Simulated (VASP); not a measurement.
# BN (Cm) in VASP: notebook

The runs below take BN through single point, with PBE.

Program: VASP 6.6.1. These are calculated values, not measurements. Logs are shortened: lines on timing, memory, paths and dates and some standing lists are left out, and cuts for length are marked.

### Step 1. The cell of the first run

Symmetry: Cm, No. 8, monoclinic system. The conventional cell has a = 4.441 Å, b = 2.564 Å, c = 2.564 Å, α = 90.00°, β = 125.26°, γ = 90.00°. B (site symmetry m) has 4 N at 1.49 to 1.65 Å within 2.0 Å. Within 2.0 Å of N (site symmetry m) lie 4 B at 1.49 to 1.65 Å.

### Step 2. Single point, PBE (all B atoms moved -0.100 Å, as atom 1 along Cartesian [1 1 0])

Contents of INCAR:

```
  ALGO = Normal
  EDIFF = 1E-6
  ENCUT = 520
  GGA = PE
  ISIF = 2
  ISMEAR = 0
  LASPH = True
  LCHARG = True
  LELF = True
  LREAL = False
  LVHAR = True
  LWAVE = False
  NBANDS = 11
  NELM = 60
  PREC = Accurate
  SIGMA = 0.05
```

Contents of KPOINTS:

```
k-points
0
Gamma
  12 12 12
```

Contents of POSCAR:

```
BN
1.0
    0.0000000000      1.8130010000      1.8130010000
    1.8130010000      0.0000000000      1.8130010000
    1.8130010000      1.8130010000      0.0000000000
B N
1 1
Direct
    0.0000000000      0.0000000000     -0.0390020072
    0.7500000000      0.7500000000      0.7500000000
```

Potentials or basis: VASP PAW PBE potentials, release 64 (B, N).

Command:

```sh
> cat potpaw_PBE.64/B/POTCAR potpaw_PBE.64/N/POTCAR > POTCAR
> mpirun -np 1 vasp_std > vasp.out
```

OUTCAR:

```text
EDIFF = 1E-6
   ENCUT = 520
   GGA = PE
   ISIF = 2
   ISMEAR = 0
   LASPH = True
   LREAL = False
   NELM = 60
   PREC = Accurate

 ion  position               nearest neighbor table
   1  0.000  0.000  0.961-   2 1.49   2 1.57   2 1.57   2 1.65
   2  0.750  0.750  0.750-   1 1.49   1 1.57   1 1.57   1 1.65

  LATTYP: Found a face centered cubic cell.
 ALAT       =     3.6260020000

  Lattice vectors:

 A1 = (   0.0000000000,   1.8130010000,   1.8130010000)
 A2 = (   1.8130010000,   0.0000000000,   1.8130010000)
 A3 = (   1.8130010000,   1.8130010000,   0.0000000000)

Analysis of symmetry for initial positions (statically):
=====================================================================
 Subroutine PRICEL returns:
 Original cell was already a primitive cell.

 Routine SETGRP: Setting up the symmetry group for a
 face centered cubic supercell.

 Subroutine GETGRP returns: Found  2 space group operations
 (whereof  2 operations were pure point group operations)
 out of a pool of 48 trial point group operations.

The static configuration has the point symmetry C_1h.

Analysis of symmetry for dynamics (positions and initial velocities):
=====================================================================
 Subroutine PRICEL returns:
 Original cell was already a primitive cell.

 Routine SETGRP: Setting up the symmetry group for a
 face centered cubic supercell.

 Subroutine GETGRP returns: Found  2 space group operations
 (whereof  2 operations were pure point group operations)
 out of a pool of 48 trial point group operations.

The dynamic configuration has the point symmetry C_1h.

 Subroutine INISYM returns: Found  2 space group operations
 (whereof  2 operations are pure point group operations),
 and found     1 'primitive' translations

----------------------------------------------------------------------------------------

                                     Primitive cell

  volume of cell :      11.9186

  direct lattice vectors                    reciprocal lattice vectors
     0.000000000  1.813001000  1.813001000    -0.275785838  0.275785838  0.275785838
     1.813001000  0.000000000  1.813001000     0.275785838 -0.275785838  0.275785838
     1.813001000  1.813001000  0.000000000     0.275785838  0.275785838 -0.275785838

  length of vectors
     2.563970603  2.563970603  2.563970603     0.477675083  0.477675083  0.477675083

  position of ions in fractional coordinates (direct lattice)
     0.000000000  0.000000000  0.960997993
     0.750000000  0.750000000  0.750000000

  ion indices of the primitive-cell ions
   primitive index   ion index
                 1           1
                 2           2

----------------------------------------------------------------------------------------

 KPOINTS: k-points

Automatic generation of k-mesh.
 Grid dimensions read from file:
 generate k-points for:   12   12   12

 Generating k-lattice:

  Cartesian coordinates                     Fractional coordinates (reciprocal lattice)
    -0.022982153  0.022982153  0.022982153     0.083333333  0.000000000  0.000000000
     0.022982153 -0.022982153  0.022982153     0.000000000  0.083333333  0.000000000
     0.022982153  0.022982153 -0.022982153     0.000000000  0.000000000  0.083333333

  Length of vectors
     0.039806257  0.039806257  0.039806257

  Shift w.r.t. Gamma in fractional coordinates (k-lattice)
     0.000000000  0.000000000  0.000000000

 Subroutine IBZKPT returns following result:
 ===========================================

 Found    476 irreducible k-points:

 Following reciprocal coordinates:
            Coordinates               Weight
  0.000000  0.000000  0.000000      1.000000
  0.083333  0.000000  0.000000      4.000000
  0.000000  0.000000  0.083333      2.000000
  0.083333  0.083333  0.083333      2.000000
  0.166667  0.000000  0.000000      4.000000
  0.000000  0.000000  0.166667      2.000000
[... 16 lines left out ...]
  0.000000  0.166667  0.083333      4.000000
  0.083333  0.000000  0.166667      4.000000
 [... further k-points ...]
   k-points           NKPTS =    476   k-points in BZ     NKDIM =    476   number of bands    NBANDS=     11
   number of dos      NEDOS =    301   number of ions     NIONS =      2
   total plane-waves  NPLWV =   8000
   dimension x,y,z NGX =    20 NGY =   20 NGZ =   20
   dimension x,y,z NGXF=    40 NGYF=   40 NGZF=   40
   ions per type =               1   1
   NGX,Y,Z   is equivalent  to a cutoff of  12.97, 12.97, 12.97 a.u.
   NGXF,Y,Z  is equivalent  to a cutoff of  25.94, 25.94, 25.94 a.u.
 SYSTEM =  unknown system
   PREC   = accura    normal or accurate (medium, high low for compatibility)
   ISTART =      0    job   : 0-new  1-cont  2-samecut
   ICHARG =      2    charge: 1-file 2-atom 10-const
   ISPIN  =      1    spin polarized calculation?
   LNONCOLLINEAR =      F non collinear calculations
   LSORBIT =      F    spin-orbit coupling
   LASPH  =      T    aspherical Exc in radial PAW
   ENCUT  =  520.0 eV  38.22 Ry    6.18 a.u.   4.77  4.77  4.77*2*pi/ulx,y,z
   NELM   =     60;   NELMIN=  2; NELMDL= -5     # of ELM steps
   EDIFF  = 0.1E-05   stopping-criterion for ELM
   LREAL  =      F    real-space projection
   EDIFFG = 0.1E-04   stopping-criterion for IOM
   NSW    =      0    number of steps for IOM
   IBRION =     -1    ionic relax: 0-MD 1-quasi-New 2-CG
   NFREE  =      0    steps in history (QN), initial steepest desc. (CG)
   ISIF   =      2    stress and relaxation
   ISYM   =      2    0-nonsym 1-usesym 2-fastsym
   POTIM  = 0.5000    time-step for ionic-motion
   TEBEG  =    0.0;   TEEND  =   0.0 temperature during run
   PSTRESS=    0.0 pullay stress
   NELECT =       8.0000    total number of electrons
   NUPDOWN=      -1.0000    fix difference up-down
   EMIN   =  10.00;   EMAX   =-10.00  energy-range for DOS
   EFERMI =   0.00;   METHOD = LEGACY
   ISMEAR =     0;   SIGMA  =   0.05  broadening in eV -4-tet -1-fermi 0-gaus
   EFERMI_NEDOS =   21; number of points for ismear=-14 and -15
   IALGO  =     38    algorithm
   IMIX   =      4    mixing-type and parameters
     AMIX     =   0.40;   BMIX     =  1.00
     AMIX_MAG =   1.60;   BMIX_MAG =  1.00
  volume/ion in A,a.u.               =       5.96        40.22
  Fermi-wavevector in a.u.,A,eV,Ry     =   1.433387  2.708709 27.954506  2.054598
  Thomas-Fermi vector in A             =   2.552911
   LORBIT       =      0    0 simple, 1 ext, 2 COOP (PROOUT), +10 PAW based schemes
   GGA     = PE    functional components
   LHFCALC =     F    Hartree Fock is set to
   AEXX    =    0.0000 exact exchange contribution
   IVDW    =     0    specifies the selected vdW correction
   LEPSILON=     F    determine dielectric tensor
   LRPA    =     F    only Hartree local field effects (RPA)
 non-spin polarized calculation
 Gauss-broadening in eV      SIGMA  =   0.05
  energy-cutoff  :      520.00
  volume of cell :       11.92
 maximum number of plane-waves:       332
   NGX =  9   NGY =  9   NGZ =  9

 number of electron       7.9999999 magnetization

 Free energy of the ion-electron system (eV)
  ---------------------------------------------------
  ext. energy  EPLUGINS =         0.00000000
  ---------------------------------------------------
  free energy    TOTEN  =       -17.33269464 eV

  energy without entropy =      -17.33269464  energy(sigma->0) =      -17.33269464

 E-fermi :   8.3337     XC(G=0): -12.7769

 val. band max:        8.0712501505   @ k =   0.0000   0.0000   0.0000
 cond. band min:      11.6093511776   @ k =   0.5000   0.5000   0.0000
 fundamental gap:      3.5381010270
 Fermi energy:         8.3337446384

 k-point     1 :       0.0000    0.0000    0.0000
  band No.  band energies     occupation
      1     -12.8448      2.00000
      2       6.3309      2.00000
      3       7.3364      2.00000
      4       8.0713      2.00000
      5      15.5082      0.00000
      6      15.9739      0.00000
      7      16.8263      0.00000
      8      17.6026      0.00000
      9      31.7692      0.00000
     10      34.7052      0.00000
     11      34.9424      0.00000

 k-point     2 :       0.0833    0.0000    0.0000
  band No.  band energies     occupation
      1     -12.6773      2.00000
      2       5.9379      2.00000
      3       6.7205      2.00000
      4       7.8395      2.00000
      5      15.6242      0.00000
      6      16.2301      0.00000
      7      17.1896      0.00000
      8      18.1475      0.00000
      9      31.5160      0.00000
     10      32.6448      0.00000
     11      32.9313      0.00000

 k-point     3 :       0.0000    0.0000    0.0833
  band No.  band energies     occupation
      1     -12.6759      2.00000
      2       6.1431      2.00000
      3       7.0856      2.00000
      4       7.1863      2.00000
      5      15.9101      0.00000
      6      16.1588      0.00000
      7      17.1260      0.00000
      8      17.9973      0.00000
      9      31.5744      0.00000
     10      32.9287      0.00000
     11      33.0638      0.00000

 k-point     4 :       0.0833    0.0833    0.0833
  band No.  band energies     occupation
      1     -12.6790      2.00000
      2       5.5747      2.00000
      3       7.1216      2.00000
      4       7.8501      2.00000
      5      15.7534      0.00000
      6      16.3402      0.00000
      7      16.7091      0.00000
      8      18.4106      0.00000
      9      31.5444      0.00000
     10      32.4534      0.00000
     11      32.5996      0.00000
[... 239 lines left out ...]
 k-point    22 :       0.1667    0.0833    0.0000
  band No.  band energies     occupation
      1     -12.2360      2.00000
      2       4.7422      2.00000
      3       5.9386      2.00000
      4       7.0877      2.00000
      5      15.4938      0.00000
      6      17.2424      0.00000
      7      17.8321      0.00000
      8      19.3053      0.00000
      9      28.4064      0.00000
     10      32.6172      0.00000
     11      33.7792      0.00000

 k-point    23 :       0.0000    0.1667    0.0833
  band No.  band energies     occupation
      1     -12.2364      2.00000
      2       4.7262      2.00000
      3       5.7203      2.00000
      4       7.3583      2.00000
      5      15.5151      0.00000
      6      16.8851      0.00000
      7      18.2010      0.00000
      8      19.3246      0.00000
      9      28.3581      0.00000
     10      32.5953      0.00000
     11      33.6335      0.00000

 k-point    24 :       0.0833    0.0000    0.1667
  band No.  band energies     occupation
      1     -12.2324      2.00000
      2       5.1849      2.00000
      3       5.8006      2.00000
      4       6.6739      2.00000
      5      15.6800      0.00000
      6      17.1881      0.00000
      7      17.9762      0.00000
      8      18.9832      0.00000
      9      28.4827      0.00000
     10      32.7595      0.00000
     11      34.1209      0.00000

 [... further k-points ...]
[... 5 lines left out ...]
  --------------------------------------------------------------------------------------
  -------------------------------------------------------------------------------------
  Total        0.1829324      0.1829324      0.2342651      0.2305576      0.1109673      0.1109673
  in kB       24.5910463     24.5910463     31.4915510     30.9931632     14.9169987     14.9170010
  external PRESSURE =      26.8912145 kB  Pullay stress =       0.0000000 kB

 VOLUME and BASIS-vectors are now :
 -----------------------------------------------------------------------------
  energy-cutoff  :      520.00
  volume of cell :       11.92
      direct lattice vectors                 reciprocal lattice vectors
     0.000000000  1.813001000  1.813001000    -0.275785838  0.275785838  0.275785838
     1.813001000  0.000000000  1.813001000     0.275785838 -0.275785838  0.275785838
     1.813001000  1.813001000  0.000000000     0.275785838  0.275785838 -0.275785838

 POSITION                                       TOTAL-FORCE (eV/Angst)
 -----------------------------------------------------------------------------------
      1.74229      1.74229      0.00000         1.670432      1.670432      0.471660
      2.71950      2.71950      2.71950        -1.670432     -1.670432     -0.471660
 -----------------------------------------------------------------------------------
    total drift:                               -0.000047     -0.000047     -0.000030

  FREE ENERGIE OF THE ION-ELECTRON SYSTEM (eV)
  ---------------------------------------------------
  free  energy   TOTEN  =       -17.3326946384 eV

  energy  without entropy=      -17.3326946384  energy(sigma->0) =      -17.33269464
```

It took 38 s on 1 thread of Intel Xeon Platinum 8375C at 2.90GHz (Ice Lake), shared host; peak memory 0.17 GiB.

Results:

```yaml
Free_energy: -17.3327 eV
Pressure: 2.7 GPa
Largest_force: 2.409 eV/Å
Band_gap_on_the_k_mesh: 3.54 eV, indirect (least direct gap 7.44 eV)
```

Forces on the atoms (eV/Å):
```
B    1.670  1.670  0.472
N   -1.670 -1.670 -0.472
```

Levels at points of the mesh, in eV from the valence-band top:
```
           k point  band 1  band 2  band 3  band 4  band 5  band 6  band 7  band 8  band 9
(0.00, 0.00, 0.00)  -20.92   -1.74   -0.73    0.00    7.44    7.90    8.75    9.53   23.70
(0.50, 0.00, 0.00)  -16.76  -11.39   -3.43   -1.93    8.23    9.33   11.49   14.34   22.40
(0.00, 0.00, 0.50)  -16.74  -11.17   -3.34   -2.39    8.81    9.08   10.62   13.85   22.97
(0.50, 0.50, 0.50)  -16.79  -11.61   -2.95   -2.15    8.86    9.78   10.95   14.77   21.67
(0.50, 0.50, 0.00)  -15.43   -9.69   -5.64   -5.50    3.54    8.13   17.00   17.52   19.80
(0.00, 0.50, 0.50)  -15.41   -9.66   -5.93   -5.33    3.61    8.27   16.60   17.76   19.62
```

Caveat: the cell differs from its parent crystal (all B atoms moved -0.100 Å, as atom 1 along Cartesian [1 1 0]); forces of over 1 eV/Å act on the atoms, so gaps and moduli don't describe the material at rest. A k mesh can miss the band edges.

[end of part 1 of 3]
